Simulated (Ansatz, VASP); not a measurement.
**Two plane-wave programs on TiGePd3**

```
Ti Ge Pd
1.0
     4.58833    0.00000    0.00000
     0.00000    4.58833    0.00000
     0.00000    0.00000    4.58833
Ti Ge Pd
1 1 3
Direct
  0.00000 0.00000 0.00000
  0.50000 0.50000 0.50000
  0.00000 0.50000 0.50000
  0.50000 0.00000 0.50000
  0.50000 0.50000 0.00000
```

Change from the starting cell: species swapped into the ScRu3C type (Pm-3m, No. 221).

Alike in both runs: task single point; functional PBE; k mesh 4 × 4 × 4; occupations gaussian, width 0.1 eV; collinear spin.

```csv
,VASP,Ansatz
version,VASP 6.6.1,Ansatz 0.2.0
potentials or method,"VASP PAW PBE potentials, release 64 (Ti_sv, Ge_d, Pd), cutoff 520 eV","scalar-relativistic, plane waves, PAW"
valence electrons in the cell,56,80
```

```csv
,VASP,Ansatz,Ansatz less VASP
gap on the k mesh at the Fermi level (eV),none,none,-
pressure (GPa),0.4,1.1,+0.62
net moment per atom (μB),0.00,0.30,+0.301
size of the moment on the site where the two differ most (μB),0.00,1.39,+1.393
```

The net moments are unlike, so the other rows may belong to different states. Site moments also hang on the region over which each program counts them. A gap of «none» marks a metal or a gap that the smearing closes. VASP's potentials hold 56 valence electrons a cell and Ansatz's 80, so a difference there can come from the potentials and not from the codes.
